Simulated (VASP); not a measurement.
# BaCd3Se4 (Cmmm) in VASP: single point with PBE

Aim: the single point of BaCd3Se4 with PBE.

Everything below comes from runs of VASP 6.6.1. Logs are shortened: lines on timing, memory, paths and dates and some standing lists are left out, and cuts for length are marked.

## (1) The cell of the first run

It takes space group Cmmm (No. 65, orthorhombic). The conventional cell has a = 5.501 Å, b = 8.234 Å, c = 10.510 Å, α = 90.00°, β = 90.00°, γ = 90.00°. Within 4.4 Å of Ba (site symmetry mmm) lie 8 Se at 3.36 Å and 2 Cd at 3.84 Å. Within 3.7 Å of Cd (site symmetry mm2) lie 3 Cd at 2.82 to 3.09 Å and 4 Se at 2.93 Å. Cd (site symmetry mmm) has 4 Cd at 3.09 Å and 8 Se at 3.88 Å within 4.1 Å. Within 3.6 Å of Se (site symmetry 2) lie 2 Se at 2.75 Å and 2 Cd at 2.93 Å and 2 Ba at 3.36 Å.

## (2) Single point, PBE

Input file INCAR:

```
SYSTEM = BaCd3Se4
ALGO = Normal
EDIFF = 1E-6
ENCUT = 520
GGA = PE
ISIF = 2
ISMEAR = 0
LASPH = .TRUE.
LCHARG = .FALSE.
LREAL = .FALSE.
LWAVE = .FALSE.
NBANDS = 45
NELM = 80
PREC = Accurate
SIGMA = 0.15
```

Input file KPOINTS:

```
k-points
0
G
  3 3 2
  0 0 0
```

Input file POSCAR:

```
BaCd3Se4
1.0
    2.7502598147     -4.1172367830      0.0000000000
    2.7502598147      4.1172367830      0.0000000000
    0.0000000000      0.0000000000     10.5099139230
Ba Cd Se
1 3 4
Direct
    0.5000000000      0.5000000000      0.0000000000
    0.5000000000      0.5000000000      0.6343521488
    0.5000000000      0.5000000000      0.3656478512
    0.0000000000      0.0000000000      0.5000000000
    0.0000000000      0.5000000000      0.2158371262
    0.5000000000      0.0000000000      0.7841628738
    0.0000000000      0.5000000000      0.7841628738
    0.5000000000      0.0000000000      0.2158371262
```

Potentials or basis: VASP PAW PBE potentials, release 64 (Ba_sv, Cd, Se).

Run with:

```sh
> cat potpaw_PBE.64/Ba_sv/POTCAR potpaw_PBE.64/Cd/POTCAR potpaw_PBE.64/Se/POTCAR > POTCAR
> mpirun -np 1 vasp_std > vasp.out
```

OUTCAR:

```text
SYSTEM = BaCd3Se4
   EDIFF = 1E-6
   ENCUT = 520
   GGA = PE
   ISIF = 2
   ISMEAR = 0
   LASPH = .TRUE.
   LREAL = .FALSE.
   NELM = 80
   PREC = Accurate

 ion  position               nearest neighbor table
   1  0.500  0.500  0.000-   5 3.36   6 3.36   7 3.36   8 3.36   6 3.36   8 3.36   5 3.36   7 3.36
                             2 3.84   3 3.84
   2  0.500  0.500  0.634-   3 2.82   6 2.93   7 2.93   6 2.93   7 2.93   4 3.09   4 3.09   1 3.84

   3  0.500  0.500  0.366-   2 2.82   5 2.93   8 2.93   8 2.93   5 2.93   4 3.09   4 3.09   1 3.84

   4  0.000  0.000  0.500-   2 3.09   3 3.09   2 3.09   3 3.09
   5  0.000  0.500  0.216-   8 2.75   8 2.75   3 2.93   3 2.93   1 3.36   1 3.36
   6  0.500  0.000  0.784-   7 2.75   7 2.75   2 2.93   2 2.93   1 3.36   1 3.36
   7  0.000  0.500  0.784-   6 2.75   6 2.75   2 2.93   2 2.93   1 3.36   1 3.36
   8  0.500  0.000  0.216-   5 2.75   5 2.75   3 2.93   3 2.93   1 3.36   1 3.36

  LATTYP: Found a base centered orthorhombic cell.
 ALAT       =     5.5005196294
 B/A-ratio  =     1.4970355750
 C/A-ratio  =     1.9107129201

  Lattice vectors:

 A1 = (   2.7502598147,  -4.1172367830,   0.0000000000)
 A2 = (   2.7502598147,   4.1172367830,   0.0000000000)
 A3 = (   0.0000000000,   0.0000000000,  10.5099139230)

Analysis of symmetry for initial positions (statically):
=====================================================================
 Subroutine PRICEL returns:
 Original cell was already a primitive cell.

 Routine SETGRP: Setting up the symmetry group for a
 base centered orthorhombic supercell.

 Subroutine GETGRP returns: Found  8 space group operations
 (whereof  8 operations were pure point group operations)
 out of a pool of  8 trial point group operations.

The static configuration has the point symmetry D_2h.

Analysis of symmetry for dynamics (positions and initial velocities):
=====================================================================
 Subroutine PRICEL returns:
 Original cell was already a primitive cell.

 Routine SETGRP: Setting up the symmetry group for a
 base centered orthorhombic supercell.

 Subroutine GETGRP returns: Found  8 space group operations
 (whereof  8 operations were pure point group operations)
 out of a pool of  8 trial point group operations.

The dynamic configuration has the point symmetry D_2h.

 Subroutine INISYM returns: Found  8 space group operations
 (whereof  8 operations are pure point group operations),
 and found     1 'primitive' translations

[... 96 lines left out ...]
   ISYM   =      2    0-nonsym 1-usesym 2-fastsym
   POTIM  = 0.5000    time-step for ionic-motion
   TEBEG  =    0.0;   TEEND  =   0.0 temperature during run
   PSTRESS=    0.0 pullay stress
   NELECT =      70.0000    total number of electrons
   NUPDOWN=      -1.0000    fix difference up-down
   EMIN   =  10.00;   EMAX   =-10.00  energy-range for DOS
   EFERMI =   0.00;   METHOD = LEGACY
   ISMEAR =     0;   SIGMA  =   0.15  broadening in eV -4-tet -1-fermi 0-gaus
   EFERMI_NEDOS =   21; number of points for ismear=-14 and -15
   IALGO  =     38    algorithm
   IMIX   =      4    mixing-type and parameters
     AMIX     =   0.40;   BMIX     =  1.00
     AMIX_MAG =   1.60;   BMIX_MAG =  1.00
  volume/ion in A,a.u.               =      29.75       200.78
  Fermi-wavevector in a.u.,A,eV,Ry     =   1.088691  2.057328 16.126277  1.185248
  Thomas-Fermi vector in A             =   2.224878
   LORBIT       =      0    0 simple, 1 ext, 2 COOP (PROOUT), +10 PAW based schemes
   GGA     = PE    functional components
   LHFCALC =     F    Hartree Fock is set to
   AEXX    =    0.0000 exact exchange contribution
   IVDW    =     0    specifies the selected vdW correction
   LEPSILON=     F    determine dielectric tensor
   LRPA    =     F    only Hartree local field effects (RPA)
 non-spin polarized calculation
 Gauss-broadening in eV      SIGMA  =   0.15
  energy-cutoff  :      520.00
  volume of cell :      238.02
 maximum number of plane-waves:      6429
 NGX is ok and might be reduce to    40
   NGX = 19   NGY = 19   NGZ = 39

 number of electron      69.9999984 magnetization

 Free energy of the ion-electron system (eV)
  ---------------------------------------------------
  ext. energy  EPLUGINS =         0.00000000
  ---------------------------------------------------
  free energy    TOTEN  =       -21.84782263 eV

  energy without entropy =      -21.78166987  energy(sigma->0) =      -21.81474625

 E-fermi :   2.6305     XC(G=0):  -8.9329

 val. band max:        2.6292254974   @ k =   0.3333   0.0000   0.5000
 cond. band min:       2.6706709380   @ k =   0.3333   0.0000   0.0000
 fundamental gap:      0.0414454406
 Fermi energy:         2.6305312042

 k-point     1 :       0.0000    0.0000    0.0000
  band No.  band energies     occupation
      1     -25.6418      2.00000
      2     -12.1908      2.00000
      3     -11.7825      2.00000
      4     -10.8622      2.00000
      5     -10.8391      2.00000
      6     -10.3677      2.00000
[... 373 lines left out ...]
     44       6.4468      0.00000
     45       6.5672      0.00000

------------------------ aborting loop because EDIFF is reached ----------------------------------------

  FORCE on cell =-STRESS in cart. coord.  units (eV):
  Direction    XX          YY          ZZ          XY          YZ          ZX
  --------------------------------------------------------------------------------------
  -------------------------------------------------------------------------------------
  Total        0.7232397      1.0412178      0.4573942      0.0000000      0.0000000      0.0000000
  in kB        4.8683759      7.0087961      3.0788784      0.0000000      0.0000000      0.0000000
  external PRESSURE =       4.9853501 kB  Pullay stress =       0.0000000 kB

 VOLUME and BASIS-vectors are now :
 -----------------------------------------------------------------------------
  energy-cutoff  :      520.00
  volume of cell :      238.02
      direct lattice vectors                 reciprocal lattice vectors
     2.750259815 -4.117236783  0.000000000     0.181801006 -0.121440672  0.000000000
     2.750259815  4.117236783  0.000000000     0.181801006  0.121440672  0.000000000
     0.000000000  0.000000000 10.509913923     0.000000000  0.000000000  0.095148258

 POSITION                                       TOTAL-FORCE (eV/Angst)
 -----------------------------------------------------------------------------------
      2.75026      0.00000      0.00000         0.000000      0.000000      0.000000
      2.75026      0.00000      6.66699         0.000000      0.000000     -0.032837
      2.75026      0.00000      3.84293         0.000000      0.000000      0.032837
      0.00000      0.00000      5.25496         0.000000      0.000000      0.000000
      1.37513      2.05862      2.26843        -0.000000      0.000000      0.052334
      1.37513     -2.05862      8.24148        -0.000000     -0.000000     -0.052334
      1.37513      2.05862      8.24148         0.000000      0.000000     -0.052334
      1.37513     -2.05862      2.26843        -0.000000      0.000000      0.052334
 -----------------------------------------------------------------------------------
    total drift:                               -0.000000     -0.000000      0.000000

  FREE ENERGIE OF THE ION-ELECTRON SYSTEM (eV)
  ---------------------------------------------------
  free  energy   TOTEN  =       -21.8478226339 eV

  energy  without entropy=      -21.7816698655  energy(sigma->0) =      -21.81474625
```

stdout:

```text
POSCAR found type information on POSCAR BaCdSe
 POSCAR found :  3 types and       8 ions
 scaLAPACK will be used
 LDA part: xc-table for (Slater+PW92), standard interpolation
 POSCAR, INCAR and KPOINTS ok, starting setup
 FFT: planning ... GRIDC
 FFT: planning ... GRID_SOFT
 FFT: planning ... GRID
 WAVECAR not read
 entering main loop
```

It took 61 s on 1 thread of AMD EPYC 9R45 (Zen 5), shared host; peak memory 0.37 GiB.

Results:

```
Free energy            : -21.8478 eV
Pressure               : 0.5 GPa
Largest force          : 0.052 eV/Å
Band gap on the k mesh : zero (band 35 reaches 2.91 eV, above the bottom of band 36 at 2.63 eV)
```

Forces on the atoms (eV/Å):
```
Ba   0.000  0.000  0.000
Cd   0.000  0.000 -0.033
Cd   0.000  0.000  0.033
Cd   0.000  0.000  0.000
Se   0.000  0.000  0.052
Se   0.000  0.000 -0.052
Se   0.000  0.000 -0.052
Se   0.000  0.000  0.052
```

Stress tensor (GPa, compression positive):
```
0.49 0.00 0.00
0.00 0.70 0.00
0.00 0.00 0.31
```

Levels at points of the mesh, in eV from the Fermi level:
| k point | band 31 | band 32 | band 33 | band 34 | band 35 | band 36 | band 37 | band 38 | band 39 | band 40 |
| --- | --- | --- | --- | --- | --- | --- | --- | --- | --- | --- |
| (0.00, 0.00, 0.00) | -2.42 | -2.35 | -1.79 | -0.97 | 0.11 | 0.35 | 1.63 | 1.64 | 1.90 | 2.83 |
| (0.00, 0.00, 0.50) | -2.24 | -2.05 | -1.77 | -1.00 | -0.50 | 0.58 | 1.03 | 1.35 | 2.43 | 2.43 |

Caveat: the k points lie up to 0.46 Å⁻¹ apart; spin-orbit coupling is left out, which moves the levels of the heavy elements.
